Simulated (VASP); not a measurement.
# Ag (Im-3m) in VASP: a series of runs

Ag is run at these levels: PBE; tasks: single point, relaxation of cell and atoms.

Everything below comes from runs of VASP 6.6.1. Logs are shortened: lines on timing, memory, paths and dates and some standing lists are left out, and cuts for length are marked.

## (1) The cell of the first run

It takes space group Im-3m (No. 229, cubic). The conventional cell has a = 3.173 Å, b = 3.173 Å, c = 3.173 Å, α = 90.00°, β = 90.00°, γ = 90.00°. Ag (site symmetry m-3m) has 14 Ag at 2.75 to 3.17 Å within 3.6 Å.

This isn't the form of Ag at room conditions, which is fcc.

## (2) Single point, PBE

File INCAR:

```
SYSTEM = Ag
PREC     = Accurate       ! precision mode
ENCUT    = 500            ! plane-wave cutoff, eV
EDIFF    = 1E-6           ! SCF threshold, eV
ISMEAR   = 0              ! smearing method
SIGMA    = 0.05           ! smearing width, eV
LREAL    = .False.        ! projectors in reciprocal space
LASPH    = .True.         ! aspherical terms in the spheres
NELM     = 120            ! most SCF steps
ALGO     = Normal         ! electronic algorithm
ISIF     = 2              ! what is computed and relaxed
LWAVE    = .False.        ! write WAVECAR
LCHARG   = .True.         ! write CHGCAR
GGA      = PE             ! functional
LELF     = .True.         ! ELF
LVHAR    = .True.       
NBANDS   = 12             ! bands
GGA_COMPAT= .False.
```

File KPOINTS:

```
regular mesh
0
Gamma
  11 11 11
  0 0 0
```

File POSCAR:

```
Ag
1.0
   -1.5865247519      1.5865247519      1.5865247519
    1.5865247519     -1.5865247519      1.5865247519
    1.5865247519      1.5865247519     -1.5865247519
Ag
1
Direct
    0.0000000000      0.0000000000      0.0000000000
```

Potentials or basis: VASP PAW PBE potentials, release 64 (Ag).

On the command line:

```console
> cat potpaw_PBE.64/Ag/POTCAR > POTCAR
> mpirun -np 1 vasp_std > vasp.out
```

OUTCAR:

```text
SYSTEM = Ag
   PREC = Accurate
   ENCUT = 500
   EDIFF = 1E-6
   ISMEAR = 0
   LREAL = .False.
   LASPH = .True.
   NELM = 120
   ISIF = 2
   GGA = PE

 ion  position               nearest neighbor table
   1  0.000  0.000  0.000-

  LATTYP: Found a body centered cubic cell.
 ALAT       =     3.1730495038

  Lattice vectors:

 A1 = (  -1.5865247519,   1.5865247519,   1.5865247519)
 A2 = (   1.5865247519,  -1.5865247519,   1.5865247519)
 A3 = (   1.5865247519,   1.5865247519,  -1.5865247519)

Analysis of symmetry for initial positions (statically):
=====================================================================
 Subroutine PRICEL returns:
 Original cell was already a primitive cell.

 Routine SETGRP: Setting up the symmetry group for a
 body centered cubic supercell.

 Subroutine GETGRP returns: Found 48 space group operations
 (whereof 48 operations were pure point group operations)
 out of a pool of 48 trial point group operations.

The static configuration has the point symmetry O_h .

Analysis of symmetry for dynamics (positions and initial velocities):
=====================================================================
 Subroutine PRICEL returns:
 Original cell was already a primitive cell.

 Routine SETGRP: Setting up the symmetry group for a
 body centered cubic supercell.

 Subroutine GETGRP returns: Found 48 space group operations
 (whereof 48 operations were pure point group operations)
 out of a pool of 48 trial point group operations.

The dynamic configuration has the point symmetry O_h .

 Subroutine INISYM returns: Found 48 space group operations
 (whereof 48 operations are pure point group operations),
 and found     1 'primitive' translations

----------------------------------------------------------------------------------------

                                     Primitive cell

  volume of cell :      15.9735

  direct lattice vectors                    reciprocal lattice vectors
    -1.586524752  1.586524752  1.586524752     0.000000000  0.315154238  0.315154238
     1.586524752 -1.586524752  1.586524752     0.315154238  0.000000000  0.315154238
     1.586524752  1.586524752 -1.586524752     0.315154238  0.315154238  0.000000000

  length of vectors
     2.747941478  2.747941478  2.747941478     0.445695398  0.445695398  0.445695398

  position of ions in fractional coordinates (direct lattice)
     0.000000000  0.000000000  0.000000000

  ion indices of the primitive-cell ions
   primitive index   ion index
                 1           1

----------------------------------------------------------------------------------------

 KPOINTS: regular mesh

Automatic generation of k-mesh.
 Grid dimensions read from file:
 generate k-points for:   11   11   11

 Generating k-lattice:

  Cartesian coordinates                     Fractional coordinates (reciprocal lattice)
     0.000000000  0.028650385  0.028650385     0.090909091  0.000000000  0.000000000
     0.028650385  0.000000000  0.028650385     0.000000000  0.090909091  0.000000000
     0.028650385  0.028650385  0.000000000     0.000000000  0.000000000  0.090909091

  Length of vectors
     0.040517763  0.040517763  0.040517763

  Shift w.r.t. Gamma in fractional coordinates (k-lattice)
     0.000000000  0.000000000  0.000000000

 Subroutine IBZKPT returns following result:
 ===========================================

 Found     56 irreducible k-points:

 Following reciprocal coordinates:
            Coordinates               Weight
  0.000000  0.000000  0.000000      1.000000
  0.090909  0.000000  0.000000     12.000000
  0.181818  0.000000  0.000000     12.000000
  0.272727  0.000000  0.000000     12.000000
  0.363636  0.000000  0.000000     12.000000
  0.454545  0.000000  0.000000     12.000000
[... 16 lines left out ...]
  0.272727  0.181818  0.090909     48.000000
  0.363636  0.181818  0.090909     24.000000
 [... further k-points ...]
   k-points           NKPTS =     56   k-points in BZ     NKDIM =     56   number of bands    NBANDS=     12
   number of dos      NEDOS =    301   number of ions     NIONS =      1
   total plane-waves  NPLWV =   8000
   dimension x,y,z NGX =    20 NGY =   20 NGZ =   20
   dimension x,y,z NGXF=    40 NGYF=   40 NGZF=   40
   ions per type =               1
   NGX,Y,Z   is equivalent  to a cutoff of  12.10, 12.10, 12.10 a.u.
   NGXF,Y,Z  is equivalent  to a cutoff of  24.20, 24.20, 24.20 a.u.
 SYSTEM =  Ag
   PREC   = accura    normal or accurate (medium, high low for compatibility)
   ISTART =      0    job   : 0-new  1-cont  2-samecut
   ICHARG =      2    charge: 1-file 2-atom 10-const
   ISPIN  =      1    spin polarized calculation?
   LNONCOLLINEAR =      F non collinear calculations
   LSORBIT =      F    spin-orbit coupling
   LASPH  =      T    aspherical Exc in radial PAW
   ENCUT  =  500.0 eV  36.75 Ry    6.06 a.u.   5.01  5.01  5.01*2*pi/ulx,y,z
   NELM   =    120;   NELMIN=  2; NELMDL= -5     # of ELM steps
   EDIFF  = 0.1E-05   stopping-criterion for ELM
   LREAL  =      F    real-space projection
   EDIFFG = 0.1E-04   stopping-criterion for IOM
   NSW    =      0    number of steps for IOM
   IBRION =     -1    ionic relax: 0-MD 1-quasi-New 2-CG
   NFREE  =      0    steps in history (QN), initial steepest desc. (CG)
   ISIF   =      2    stress and relaxation
   ISYM   =      2    0-nonsym 1-usesym 2-fastsym
   POTIM  = 0.5000    time-step for ionic-motion
   TEBEG  =    0.0;   TEEND  =   0.0 temperature during run
   PSTRESS=    0.0 pullay stress
   NELECT =      11.0000    total number of electrons
   NUPDOWN=      -1.0000    fix difference up-down
   EMIN   =  10.00;   EMAX   =-10.00  energy-range for DOS
   EFERMI =   0.00;   METHOD = LEGACY
   ISMEAR =     0;   SIGMA  =   0.05  broadening in eV -4-tet -1-fermi 0-gaus
   EFERMI_NEDOS =   21; number of points for ismear=-14 and -15
   IALGO  =     38    algorithm
   IMIX   =      4    mixing-type and parameters
     AMIX     =   0.40;   BMIX     =  1.00
     AMIX_MAG =   1.60;   BMIX_MAG =  1.00
  volume/ion in A,a.u.               =      15.97       107.79
  Fermi-wavevector in a.u.,A,eV,Ry     =   1.445680  2.731939 28.436054  2.089991
  Thomas-Fermi vector in A             =   2.563835
   LORBIT       =      0    0 simple, 1 ext, 2 COOP (PROOUT), +10 PAW based schemes
   GGA     = PE    functional components
   LHFCALC =     F    Hartree Fock is set to
   AEXX    =    0.0000 exact exchange contribution
   IVDW    =     0    specifies the selected vdW correction
   LEPSILON=     F    determine dielectric tensor
   LRPA    =     F    only Hartree local field effects (RPA)
 non-spin polarized calculation
 Gauss-broadening in eV      SIGMA  =   0.05
  energy-cutoff  :      500.00
  volume of cell :       15.97
 maximum number of plane-waves:       417
   NGX =  9   NGY =  9   NGZ =  9

 number of electron      11.0000003 magnetization

 Free energy of the ion-electron system (eV)
  ---------------------------------------------------
  ext. energy  EPLUGINS =         0.00000000
  ---------------------------------------------------
  free energy    TOTEN  =        -2.61275176 eV

  energy without entropy =       -2.61126488  energy(sigma->0) =       -2.61200832

 E-fermi :   9.3758     XC(G=0): -12.6024

 val. band max:        9.3674163595   @ k =  -0.2727   0.4545   0.0909
 cond. band min:       9.4319555328   @ k =  -0.4545   0.4545   0.0909
 fundamental gap:      0.0645391733
 Fermi energy:         9.3758484474

 k-point     1 :       0.0000    0.0000    0.0000
  band No.  band energies     occupation
      1       1.1192      2.00000
      2       4.1978      2.00000
      3       4.1978      2.00000
      4       4.1978      2.00000
      5       5.6830      2.00000
      6       5.6830      2.00000
      7      27.5783      0.00000
      8      27.5783      0.00000
      9      27.5783      0.00000
     10      34.5804      0.00000
     11      34.5804      0.00000
     12      35.0129      0.00000

 k-point     2 :       0.0909    0.0000    0.0000
  band No.  band energies     occupation
      1       1.4042      2.00000
      2       4.1224      2.00000
      3       4.2085      2.00000
      4       4.3707      2.00000
      5       5.6031      2.00000
      6       5.6887      2.00000
      7      26.9719      0.00000
      8      27.4911      0.00000
      9      27.8191      0.00000
     10      32.3568      0.00000
     11      32.5928      0.00000
     12      33.3862      0.00000

 k-point     3 :       0.1818    0.0000    0.0000
  band No.  band energies     occupation
      1       2.1447      2.00000
      2       3.9253      2.00000
      3       4.2891      2.00000
      4       4.8582      2.00000
      5       5.4731      2.00000
      6       5.7089      2.00000
      7      24.6065      0.00000
      8      26.6161      0.00000
      9      28.4487      0.00000
     10      30.6439      0.00000
     11      31.1342      0.00000
     12      31.8458      0.00000
[... 286 lines left out ...]
 k-point    23 :       0.2727    0.1818    0.0909
  band No.  band energies     occupation
      1       3.2335      2.00000
      2       3.5468      2.00000
      3       4.7168      2.00000
      4       5.6980      2.00000
      5       5.8577      2.00000
      6      10.4660      0.00000
      7      16.4927      0.00000
      8      19.0639      0.00000
      9      21.5733      0.00000
     10      32.2497      0.00000
     11      35.3673      0.00000
     12      37.0760      0.00000

 k-point    24 :       0.3636    0.1818    0.0909
  band No.  band energies     occupation
      1       3.1760      2.00000
      2       3.5023      2.00000
      3       4.9406      2.00000
      4       5.7426      2.00000
      5       5.8771      2.00000
      6      12.2803      0.00000
      7      14.2409      0.00000
      8      18.7017      0.00000
      9      21.3000      0.00000
     10      32.5890      0.00000
     11      35.0981      0.00000
     12      37.1432      0.00000

 [... further k-points ...]
[... 5 lines left out ...]
  --------------------------------------------------------------------------------------
  -------------------------------------------------------------------------------------
  Total        1.4707020      1.4707020      1.4707020      0.0000000      0.0000000     -0.0000000
  in kB      147.5145028    147.5145028    147.5145028      0.0000000      0.0000000     -0.0000000
  external PRESSURE =     147.5145028 kB  Pullay stress =       0.0000000 kB

 VOLUME and BASIS-vectors are now :
 -----------------------------------------------------------------------------
  energy-cutoff  :      500.00
  volume of cell :       15.97
      direct lattice vectors                 reciprocal lattice vectors
    -1.586524752  1.586524752  1.586524752     0.000000000  0.315154238  0.315154238
     1.586524752 -1.586524752  1.586524752     0.315154238  0.000000000  0.315154238
     1.586524752  1.586524752 -1.586524752     0.315154238  0.315154238  0.000000000

 POSITION                                       TOTAL-FORCE (eV/Angst)
 -----------------------------------------------------------------------------------
      0.00000      0.00000      0.00000        -0.000000     -0.000000      0.000000
 -----------------------------------------------------------------------------------
    total drift:                                0.000000     -0.000000      0.000000

  FREE ENERGIE OF THE ION-ELECTRON SYSTEM (eV)
  ---------------------------------------------------
  free  energy   TOTEN  =        -2.6127517624 eV

  energy  without entropy=       -2.6112648832  energy(sigma->0) =       -2.61200832
```

Wall time 6.5 s (1 thread of AMD EPYC 7R13 (Zen 3), shared host); peak memory 0.09 GiB.

What came out:

| Quantity | Value |
| --- | --- |
| Free energy | -2.6128 eV |
| Pressure | 14.8 GPa |
| Band gap on the k mesh | zero (an odd number of electrons rules out a gap without spin polarisation) |

Caveat: the cell stands under pressure.

## (3) Single point, PBE

This run uses another cell than the first one, of 17.99 Å³/atom.

INCAR is that of step 2.

KPOINTS is that of step 2.

File POSCAR:

```
Ag
1.0
   -1.6506852178      1.6506852178      1.6506852178
    1.6506852178     -1.6506852178      1.6506852178
    1.6506852178      1.6506852178     -1.6506852178
Ag
1
Direct
    0.0000000000      0.0000000000      0.0000000000
```

Potentials or basis: VASP PAW PBE potentials, release 64 (Ag).

On the command line:

```console
> cat potpaw_PBE.64/Ag/POTCAR > POTCAR
> mpirun -np 1 vasp_std > vasp.out
```

Wall time 10 s (1 thread of AMD EPYC 7R13 (Zen 3), shared host); peak memory 0.11 GiB.

The run converged. Its results:

```yaml
Free_energy: -2.6944 eV
Pressure: -0.1 GPa
Band_gap_on_the_k_mesh: zero (an odd number of electrons rules out a gap without spin polarisation)
```

Levels at points of the mesh, in eV from the Fermi level:
| k point | band 4 | band 5 | band 6 | band 7 | band 8 | band 9 |
| --- | --- | --- | --- | --- | --- | --- |
| (0.00, 0.00, 0.00) | -4.70 | -3.48 | -3.48 | 17.81 | 17.81 | 17.81 |

[end of part 1 of 2]
